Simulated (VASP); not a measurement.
Ti, 1 atom in the cell. It takes space group Pm-3m (No. 221, cubic). The conventional cell has a = 2.535 Å, b = 2.535 Å, c = 2.535 Å, α = 90.00°, β = 90.00°, γ = 90.00°. Within 3.3 Å of Ti (site symmetry m-3m) lie 6 Ti at 2.53 Å.  This cell differs from its parent crystal: volume scaled by 0.88.

| Quantity | Value |
| --- | --- |
| Program | VASP 6.6.1 |
| Task | single point |
| Functional | PBE |
| Potentials or basis | VASP PAW PBE potentials, release 64 (Ti_sv) |
| Cutoff | 520 eV |
| k mesh | 13 × 13 × 13 |
| Occupations | fermi-dirac, width 0.05 eV |
| Spin | collinear spin, ferromagnetic start |
| Starting moments | [0.173] μB |
| Dipole correction | no |
| Further INCAR settings | ALGO = Normal; EDIFF = 1e-06; NBANDS = 16 |

Potentials or basis: VASP PAW PBE potentials, release 64 (Ti_sv).

Command:

```console
$ cat potpaw_PBE.64/Ti_sv/POTCAR > POTCAR
$ mpirun -np 1 vasp_std > vasp.out
```

Hardware: 1 thread of Intel(R) Xeon(R) 6975P-C (Granite Rapids), with other jobs on the host.

Q: Estimate the wall time of this run.

A: Wall time 18 s on 1 thread of Intel(R) Xeon(R) 6975P-C (Granite Rapids) (shared host), peak memory 0.15 GiB. Counts: scf iterations 14, k points 84.
